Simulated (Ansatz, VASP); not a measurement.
# Two plane-wave programs on Sn

File INCAR:

```
ALGO = Normal ; EDIFF = 1E-7
ENCUT = 520 ; GGA = CA
ISIF = 2 ; ISMEAR = 0
LASPH = T ; LCHARG = F
LREAL = F ; LWAVE = F
NBANDS = 21 ; NELM = 80
PREC = Accurate ; SIGMA = 0.1
```

The input KPOINTS:

```
k-points
0
Gamma
  9 9 9
```

File POSCAR:

```
Sn
1.0
    0.0000000000      3.2380799619      3.2380799619
    3.2380799619      0.0000000000      3.2380799619
    3.2380799619      3.2380799619      0.0000000000
Sn
2
Direct
    0.5000000000      0.5000000000      0.5000000000
    0.7500000000      0.7500000000      0.7500000000
```

Input for Ansatz:

```yaml
crystal:
  lattice:
    - [0.0, 3.2380799619, 3.2380799619]
    - [3.2380799619, 0.0, 3.2380799619]
    - [3.2380799619, 3.2380799619, 0.0]
  atoms:
    - { symbol: Sn, position: [0.5, 0.5, 0.5] }
    - { symbol: Sn, position: [0.75, 0.75, 0.75] }
hamiltonian:
  xc: lda
  pseudopotentials:
    kind: paw
    azcp:
      Sn: "pseudopotentials/Sn.paw.azcp"
basis:
  ecutwfc: 420
  fft_grid_basis: typed
kpoints:
  mp_grid: { grid: [9, 9, 9], shift: [0, 0, 0] }
magnetization:
  spin_polarized: false
scf:
  occupations: { method: gaussian, width: 0.1 }
  lower_state_search: "off"
output:
  stress: true
```

Alike in both runs: task single point; functional LDA; k mesh 9 × 9 × 9; occupations gaussian, width 0.1 eV; no spin polarisation.

|  | VASP | Ansatz |
| --- | --- | --- |
| version | VASP 6.6.1 | Ansatz 0.2.0 |
| potentials or method | VASP PAW LDA potentials, release 64 (Sn_d), cutoff 520 eV | plane waves (420 eV) with PAW, scalar-relativistic |
| valence electrons in the cell | 28 | 28 |

Ansatz gave:

* pressure (GPa): 0.0

Q: What did VASP give for the same quantities?

A: Pressure (GPa): -0.1.

Ansatz warns that its potentials were made for another functional, while VASP's fit it. LDA's correlation is that of Perdew and Zunger in VASP and of Perdew and Wang (1992) in Ansatz.
